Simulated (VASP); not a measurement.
Input of a VASP 6.6.1 run:

INCAR

```
SYSTEM = CaSe
  PREC = Accurate
  ENCUT = 520
  EDIFF = 1E-6
  ISMEAR = -1
  SIGMA = 0.02
  LREAL = .False.
  LASPH = .True.
  NELM = 80
  ALGO = Normal
  ISIF = 2
  LWAVE = .False.
  LCHARG = .False.
  GGA = PE
  NBANDS = 15
```

File KPOINTS:

```
Automatic mesh
0
Gamma
  6 6 6
  0 0 0
```

File POSCAR:

```
CaSe
1.0
    3.6512355783      0.0000000000      0.0000000000
    0.0000000000      3.6512355783      0.0000000000
    0.0000000000      0.0000000000      3.6512355783
Ca Se
1 1
Direct
    0.0000000000      0.0000000000      0.0000000000
    0.5000000000      0.5000000000      0.5000000000
```

Potentials or basis: VASP PAW PBE potentials, release 64 (Ca_sv, Se).

Command:

```bash
$ cat potpaw_PBE.64/Ca_sv/POTCAR potpaw_PBE.64/Se/POTCAR > POTCAR
$ mpirun -np 1 vasp_std > vasp.out
```

Q: Estimate the band gap on the k mesh.

A: 0.78 eV.

Q: What does it give for the pressure?

A: 0.1 GPa.

A k mesh can miss the band edges.
